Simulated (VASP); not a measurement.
# BN (F-43m) in VASP: further runs, part 2 of 2

VASP 6.6.1. The steps go on from the part before.

## (4) Electric field gradients, LDA (volume scaled by 0.98)

The input, INCAR:

```
SYSTEM = BN
PREC     = Accurate       ! precision mode
ENCUT    = 520            ! plane-wave cutoff, eV
EDIFF    = 1E-8           ! SCF threshold, eV
ISMEAR   = -1             ! smearing method
SIGMA    = 0.02           ! smearing width, eV
LREAL    = .FALSE.        ! projectors in reciprocal space
LASPH    = .TRUE.         ! aspherical terms in the spheres
NELM     = 60             ! most SCF steps
ALGO     = Normal         ! electronic algorithm
ISIF     = 2              ! what is computed and relaxed
LWAVE    = .FALSE.        ! write WAVECAR
LCHARG   = .FALSE.        ! write CHGCAR
LEFG     = .TRUE.       
NBANDS   = 11             ! bands
```

The input, KPOINTS:

```
regular mesh
0
G
  11 11 11
  0 0 0
```

The input, POSCAR:

```
BN
1.0
    0.0000000000      1.7953687620      1.7953687620
    1.7953687620      0.0000000000      1.7953687620
    1.7953687620      1.7953687620      0.0000000000
B N
1 1
Direct
    0.0000000000      0.0000000000      0.0000000000
    0.7500000000      0.7500000000      0.7500000000
```

Potentials or basis: VASP PAW LDA potentials, release 64 (B, N).

Run with:

```console
cat potpaw_LDA.64/B/POTCAR potpaw_LDA.64/N/POTCAR > POTCAR
mpirun -np 1 vasp_std > vasp.out
```

OUTCAR:

```text
SYSTEM = BN
   PREC = Accurate
   ENCUT = 520
   EDIFF = 1E-8
   ISMEAR = -1
   LREAL = .FALSE.
   LASPH = .TRUE.
   NELM = 60
   ISIF = 2

 ion  position               nearest neighbor table
   1  0.000  0.000  0.000-   2 1.55   2 1.55   2 1.55   2 1.55
   2  0.750  0.750  0.750-   1 1.55   1 1.55   1 1.55   1 1.55

  LATTYP: Found a face centered cubic cell.
 ALAT       =     3.5907375240

  Lattice vectors:

 A1 = (   0.0000000000,   1.7953687620,   1.7953687620)
 A2 = (   1.7953687620,   0.0000000000,   1.7953687620)
 A3 = (   1.7953687620,   1.7953687620,   0.0000000000)

Analysis of symmetry for initial positions (statically):
=====================================================================
 Subroutine PRICEL returns:
 Original cell was already a primitive cell.

 Routine SETGRP: Setting up the symmetry group for a
 face centered cubic supercell.

 Subroutine GETGRP returns: Found 24 space group operations
 (whereof 24 operations were pure point group operations)
 out of a pool of 48 trial point group operations.

The static configuration has the point symmetry T_d .

Analysis of symmetry for dynamics (positions and initial velocities):
=====================================================================
 Subroutine PRICEL returns:
 Original cell was already a primitive cell.

 Routine SETGRP: Setting up the symmetry group for a
 face centered cubic supercell.

 Subroutine GETGRP returns: Found 24 space group operations
 (whereof 24 operations were pure point group operations)
 out of a pool of 48 trial point group operations.

The dynamic configuration has the point symmetry T_d .

 Subroutine INISYM returns: Found 24 space group operations
[... 161 lines left out ...]
      9      32.5167      0.00000
     10      35.6810      0.00000
     11      35.6810      0.00000
[... 309 lines left out ...]
 k-point    24 :      -0.1818    0.1818    0.0000
  band No.  band energies     occupation
      1     -10.5477      2.00000
      2       2.0576      2.00000
      3       3.8064      2.00000
      4       6.5741      2.00000
      5      18.2287      0.00000
      6      18.3918      0.00000
      7      18.7685      0.00000
      8      21.3453      0.00000
      9      28.9379      0.00000
     10      29.8893      0.00000
     11      34.6623      0.00000

 [... further k-points ...]
[... 5 lines left out ...]
  --------------------------------------------------------------------------------------
  -------------------------------------------------------------------------------------
  Total       -0.1750469     -0.1750469     -0.1750469      0.0000000      0.0000000     -0.0000000
  in kB      -24.2311458    -24.2311458    -24.2311458      0.0000000      0.0000000     -0.0000000
  external PRESSURE =     -24.2311458 kB  Pullay stress =       0.0000000 kB

 VOLUME and BASIS-vectors are now :
 -----------------------------------------------------------------------------
  energy-cutoff  :      520.00
  volume of cell :       11.57
      direct lattice vectors                 reciprocal lattice vectors
     0.000000000  1.795368762  1.795368762    -0.278494319  0.278494319  0.278494319
     1.795368762  0.000000000  1.795368762     0.278494319 -0.278494319  0.278494319
     1.795368762  1.795368762  0.000000000     0.278494319  0.278494319 -0.278494319

 POSITION                                       TOTAL-FORCE (eV/Angst)
 -----------------------------------------------------------------------------------
      0.00000      0.00000      0.00000         0.000000     -0.000000     -0.000000
      2.69305      2.69305      2.69305        -0.000000      0.000000      0.000000
 -----------------------------------------------------------------------------------
    total drift:                                0.000000      0.000000      0.000000

  FREE ENERGIE OF THE ION-ELECTRON SYSTEM (eV)
  ---------------------------------------------------
  free  energy   TOTEN  =       -19.4134872712 eV

  energy  without entropy=      -19.4134872712  energy(sigma->0) =      -19.41348727

 Electric field gradients (V/A^2)
---------------------------------------------------------------------
 ion       V_xx      V_yy      V_zz      V_xy      V_xz      V_yz
---------------------------------------------------------------------
   1      -0.000    -0.000    -0.000     0.000     0.000     0.000
   2      -0.000    -0.000    -0.000    -0.000    -0.000    -0.000
---------------------------------------------------------------------

 Electric field gradients after diagonalization (V/A^2)
 (convention: |V_zz| > |V_xx| > |V_yy|)
----------------------------------------------------------------------
 ion       V_xx      V_yy      V_zz     asymmetry (V_yy - V_xx)/ V_zz
----------------------------------------------------------------------
   1      -0.000    -0.000     0.000       0.000
   2       0.000     0.000    -0.001       0.000
----------------------------------------------------------------------

           NMR quadrupolar parameters

 Cq : quadrupolar parameter    Cq=e*Q*V_zz/h
 eta: asymmetry parameters     (V_yy - V_xx)/ V_zz
 Q  : nuclear electric quadrupole moment in mb (millibarn)
----------------------------------------------------------------------
 ion       Cq(MHz)       eta       Q (mb)
----------------------------------------------------------------------
   1       0.000       0.000       1.000
   2      -0.000       0.000       1.000
----------------------------------------------------------------------
```

OSZICAR:

```text
N       E                     dE             d eps       ncg     rms          rms(c)
DAV:   1     0.737934948255E+01    0.73793E+01   -0.50568E+03  1280   0.724E+02
DAV:   2    -0.201780607781E+02   -0.27557E+02   -0.26810E+02  1483   0.153E+02
DAV:   3    -0.205811080642E+02   -0.40305E+00   -0.40229E+00  1471   0.156E+01
DAV:   4    -0.205815217142E+02   -0.41365E-03   -0.41365E-03  1319   0.592E-01
DAV:   5    -0.205815220812E+02   -0.36703E-06   -0.36700E-06  1418   0.172E-02    0.661E+00
DAV:   6    -0.195616038870E+02    0.10199E+01   -0.32332E+00  1232   0.102E+01    0.314E+00
DAV:   7    -0.194458963082E+02    0.11571E+00   -0.89500E-02  1409   0.242E+00    0.180E+00
DAV:   8    -0.194136570851E+02    0.32239E-01   -0.45647E-02  1376   0.146E+00    0.184E-01
DAV:   9    -0.194135029958E+02    0.15409E-03   -0.90662E-04  1319   0.263E-01    0.837E-02
DAV:  10    -0.194134868365E+02    0.16159E-04   -0.44791E-05  1403   0.620E-02    0.146E-02
DAV:  11    -0.194134873067E+02   -0.47013E-06   -0.11243E-06  1361   0.754E-03    0.630E-03
DAV:  12    -0.194134872703E+02    0.36328E-07   -0.34608E-07  1361   0.340E-03    0.160E-04
DAV:  13    -0.194134872712E+02   -0.87516E-09   -0.50827E-09   700   0.660E-04
   1 F= -.19413487E+02 E0= -.19413487E+02  d E =-.506179E-14
```

stdout:

```text
POSCAR found type information on POSCAR B N
 POSCAR found :  2 types and       2 ions
 scaLAPACK will be used
 LDA part: xc-table for (Slater(with rela. corr.)+CA(PZ))
 , standard interpolation
 POSCAR, INCAR and KPOINTS ok, starting setup
 FFT: planning ... GRIDC
 FFT: planning ... GRID_SOFT
 FFT: planning ... GRID
 WAVECAR not read
 entering main loop
ion   1

ion   2
```

Wall time 7.6 s (1 thread of AMD EPYC 9R45 (Zen 5), shared host); peak memory 0.08 GiB.

Results:

| Quantity | Value |
| --- | --- |
| Free energy | -19.4135 eV |
| Pressure | -2.4 GPa |
| Band gap on the k mesh | 4.47 eV, indirect (least direct gap 8.78 eV) |

Caveat: without QUAD_EFG the Cq values of the log hold for a quadrupole moment of 1 mb, not for the nuclei.
